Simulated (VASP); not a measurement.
# SnSe (Cmcm) in VASP: a series of runs, part 2 of 3

VASP 6.6.1. The steps go on from the part before.

## 4. Single point, PBE+D3(BJ) (volume scaled by 0.94, then relaxed in part)

INCAR reads:

```
PREC = Accurate
ENCUT = 520
EDIFF = 1E-7
ISMEAR = 0
SIGMA = 0.01
LREAL = F
LASPH = T
NELM = 80
ALGO = Normal
ISIF = 2
LWAVE = F
LCHARG = F
GGA = PE
IVDW = 12
NBANDS = 28
```

KPOINTS reads:

```
regular mesh
0
Gamma
  10 10 8
```

POSCAR reads:

```
SnSe
1.0
    2.0832770935     -5.6276137457      0.0000000000
    2.0832770935      5.6276137457      0.0000000000
    0.0000000000      0.0000000000      4.1470203463
Sn Se
2 2
Direct
    0.8810961226      0.1189038774      0.2500000000
    0.1189038774      0.8810961226      0.7500000000
    0.6397962363      0.3602037637      0.2500000000
    0.3602037637      0.6397962363      0.7500000000
```

Potentials or basis: VASP PAW PBE potentials, release 64 (Sn_d, Se).

The run is started by

```
> cat potpaw_PBE.64/Sn_d/POTCAR potpaw_PBE.64/Se/POTCAR > POTCAR
> mpirun -np 1 vasp_std > vasp.out
```

OUTCAR:

```text
PREC = Accurate
   ENCUT = 520
   EDIFF = 1E-7
   ISMEAR = 0
   LREAL = F
   LASPH = T
   NELM = 80
   ISIF = 2
   GGA = PE
   IVDW = 12
 IVDW          = 12

 ion  position               nearest neighbor table
   1  0.881  0.119  0.250-   3 2.72   4 2.95   4 2.95   4 2.95   4 2.95   2 3.39   2 3.39
   2  0.119  0.881  0.750-   4 2.72   3 2.95   3 2.95   3 2.95   3 2.95   1 3.39   1 3.39
   3  0.640  0.360  0.250-   1 2.72   2 2.95   2 2.95   2 2.95   2 2.95
   4  0.360  0.640  0.750-   2 2.72   1 2.95   1 2.95   1 2.95   1 2.95

  LATTYP: Found a base centered orthorhombic cell.
 ALAT       =     4.1665541870
 B/A-ratio  =     2.7013275206
 C/A-ratio  =     0.9953117517

  Lattice vectors:

 A1 = (   2.0832770935,  -5.6276137457,   0.0000000000)
 A2 = (   2.0832770935,   5.6276137457,   0.0000000000)
 A3 = (   0.0000000000,   0.0000000000,   4.1470203463)

Analysis of symmetry for initial positions (statically):
=====================================================================
 Subroutine PRICEL returns:
 Original cell was already a primitive cell.

 Routine SETGRP: Setting up the symmetry group for a
 base centered orthorhombic supercell.

 Subroutine GETGRP returns: Found  8 space group operations
 (whereof  4 operations were pure point group operations)
 out of a pool of  8 trial point group operations.

The static configuration has the point symmetry C_2h.
 The point group associated with its full space group is D_2h.

Analysis of symmetry for dynamics (positions and initial velocities):
=====================================================================
 Subroutine PRICEL returns:
 Original cell was already a primitive cell.

 Routine SETGRP: Setting up the symmetry group for a
[... 125 lines left out ...]
   EFERMI =   0.00;   METHOD = LEGACY
   ISMEAR =     0;   SIGMA  =   0.01  broadening in eV -4-tet -1-fermi 0-gaus
   EFERMI_NEDOS =   21; number of points for ismear=-14 and -15
   IALGO  =     38    algorithm
   IMIX   =      4    mixing-type and parameters
     AMIX     =   0.40;   BMIX     =  1.00
     AMIX_MAG =   1.60;   BMIX_MAG =  1.00
  volume/ion in A,a.u.               =      24.31       164.05
  Fermi-wavevector in a.u.,A,eV,Ry     =   1.217537  2.300812 20.169242  1.482397
  Thomas-Fermi vector in A             =   2.352854
   LORBIT       =      0    0 simple, 1 ext, 2 COOP (PROOUT), +10 PAW based schemes
   GGA     = PE    functional components
   LHFCALC =     F    Hartree Fock is set to
   AEXX    =    0.0000 exact exchange contribution
   IVDW    =    12    specifies the selected vdW correction
   LEPSILON=     F    determine dielectric tensor
   LRPA    =     F    only Hartree local field effects (RPA)
 non-spin polarized calculation
 Gauss-broadening in eV      SIGMA  =   0.01
  energy-cutoff  :      520.00
  volume of cell :       97.24
 maximum number of plane-waves:      2648
 NGX is ok and might be reduce to    48
   NGX = 23   NGY = 23   NGZ = 15

 number of electron      39.9999995 magnetization

 Free energy of the ion-electron system (eV)
  ---------------------------------------------------
  ext. energy  EPLUGINS =         0.00000000
  ---------------------------------------------------
  free energy    TOTEN  =       -16.19542136 eV

  energy without entropy =      -16.19542136  energy(sigma->0) =      -16.19542136

 E-fermi :   6.6921     XC(G=0): -10.1791

 val. band max:        6.6441124822   @ k =   0.3000   0.3000   0.0000
 cond. band min:       6.7447644955   @ k =   0.5000   0.5000   0.0000
 fundamental gap:      0.1006520133
 Fermi energy:         6.6920677138

 k-point     1 :       0.0000    0.0000    0.0000
  band No.  band energies     occupation
      1     -14.9270      2.00000
      2     -14.9216      2.00000
      3     -14.9151      2.00000
      4     -14.9049      2.00000
      5     -14.8965      2.00000
      6     -14.8916      2.00000
[... 733 lines left out ...]
     27      12.3112      0.00000
     28      14.5010      0.00000

 [... further k-points ...]

------------------------ aborting loop because EDIFF is reached ----------------------------------------

 Edisp (eV)   -1.59047

 E8    (eV) :    -0.7157

  FORCE on cell =-STRESS in cart. coord.  units (eV):
  Direction    XX          YY          ZZ          XY          YZ          ZX
  --------------------------------------------------------------------------------------
  -------------------------------------------------------------------------------------
  Total       1.81728     1.91765     1.80642     0.00000     0.00000     0.00000
  in kB      29.94296    31.59672    29.76402     0.00000     0.00000     0.00000
  external pressure =       30.43 kB  Pullay stress =        0.00 kB

 VOLUME and BASIS-vectors are now :
 -----------------------------------------------------------------------------
  energy-cutoff  :      520.00
  volume of cell :       97.24
      direct lattice vectors                 reciprocal lattice vectors
     2.083277094 -5.627613746  0.000000000     0.240006479 -0.088847604  0.000000000
     2.083277094  5.627613746  0.000000000     0.240006479  0.088847604  0.000000000
     0.000000000  0.000000000  4.147020346     0.000000000  0.000000000  0.241136989

 POSITION                                       TOTAL-FORCE (eV/Angst)
 -----------------------------------------------------------------------------------
      2.08328     -4.28932      1.03676         0.000000     -0.019170      0.000000
      2.08328      4.28932      3.11027         0.000000      0.019170      0.000000
      2.08328     -1.57344      1.03676         0.000000      0.016030     -0.000000
      2.08328      1.57344      3.11027         0.000000     -0.016030     -0.000000
 -----------------------------------------------------------------------------------
    total drift:                               -0.000000      0.000000      0.000000

  FREE ENERGIE OF THE ION-ELECTRON SYSTEM (eV)
  ---------------------------------------------------
  free  energy   TOTEN  =       -17.7858923986 eV

  energy  without entropy=      -17.7858923986  energy(sigma->0) =      -17.78589240
```

Wall time 6.5 min (1 thread of Oxide Virtual Turin-like, shared host); peak memory 0.48 GiB.

What came out:

- Free energy: -17.7859 eV
- Pressure: 3.0 GPa
- Largest force: 0.019 eV/Å
- Band gap on the k mesh: 0.10 eV, indirect (least direct gap 0.69 eV)
- Dispersion energy per atom: -0.398 eV

Forces in eV/Å, atoms in the order of the input:
```
Sn   0.000 -0.019  0.000
Sn   0.000  0.019  0.000
Se   0.000  0.016  0.000
Se   0.000 -0.016  0.000
```

Stress tensor (GPa, compression positive):
```
2.99 0.00 0.00
0.00 3.16 0.00
0.00 0.00 2.98
```

Caveat: spin-orbit coupling is left out, which moves the levels of the heavy elements.

## 5. Single point, PBE+D3(BJ) (volume scaled by 0.97, then relaxed in part)

INCAR reads:

```
SYSTEM = SnSe
ALGO = Normal ; EDIFF = 1E-6
ENCUT = 520 ; GGA = PE
ISIF = 2 ; ISMEAR = 0
IVDW = 12 ; LASPH = .True.
LCHARG = .False. ; LREAL = .False.
LWAVE = .False. ; NBANDS = 28
NELM = 60 ; PREC = Accurate
SIGMA = 0.01
```

KPOINTS reads:

```
k-points
0
Gamma
  10 10 8
  0 0 0
```

POSCAR reads:

```
SnSe
1.0
    2.1001698459     -5.7046844225      0.0000000000
    2.1001698459      5.7046844225      0.0000000000
    0.0000000000      0.0000000000      4.1876012802
Sn Se
2 2
Direct
    0.8793517049      0.1206482951      0.2500000000
    0.1206482951      0.8793517049      0.7500000000
    0.6405629151      0.3594370849      0.2500000000
    0.3594370849      0.6405629151      0.7500000000
```

The run is started by

```
> cat potpaw_PBE.64/Sn_d/POTCAR potpaw_PBE.64/Se/POTCAR > POTCAR
> mpirun -np 1 vasp_std > vasp.out
```

Wall time 6.2 min (1 thread of Oxide Virtual Turin-like, shared host); peak memory 0.49 GiB.

Results (log left out):

```
Free energy                : -17.8280 eV
Pressure                   : 1.4 GPa
Largest force              : 0.019 eV/Å
Band gap on the k mesh     : 0.21 eV, indirect (least direct gap 0.69 eV)
Dispersion energy per atom : -0.385 eV
```

Forces on the atoms (eV/Å):
```
Sn   0.000 -0.019  0.000
Sn   0.000  0.019  0.000
Se   0.000  0.015  0.000
Se   0.000 -0.015  0.000
```

Stress tensor (GPa, compression positive):
```
1.32 0.00 0.00
0.00 1.45 0.00
0.00 0.00 1.30
```

Levels at points of the mesh, in eV from the valence-band top:
```csv
k point,band 16,band 17,band 18,band 19,band 20,band 21,band 22,band 23,band 24,band 25
"(0.00, 0.00, 0.00)",-3.75,-3.23,-2.66,-1.80,-0.70,3.41,3.76,4.16,4.56,5.09
"(0.50, 0.00, 0.00)",-2.81,-2.08,-1.70,-0.50,-0.26,0.98,1.10,1.37,2.39,3.07
"(0.50, 0.50, 0.00)",-3.18,-2.61,-1.87,-1.79,-0.76,0.21,3.49,3.60,3.85,4.54
"(0.00, 0.00, 0.50)",-3.83,-1.87,-1.87,-0.22,-0.22,0.73,0.73,1.40,1.40,5.25
"(0.50, 0.00, 0.50)",-5.18,-4.25,-4.25,-1.76,-1.76,2.33,2.33,5.20,5.20,6.46
"(0.50, 0.50, 0.50)",-2.06,-1.61,-1.61,-1.10,-1.10,1.62,1.62,2.11,2.11,2.74
```

Caveat: spin-orbit coupling is left out, which moves the levels of the heavy elements.

[end of part 2 of 3]
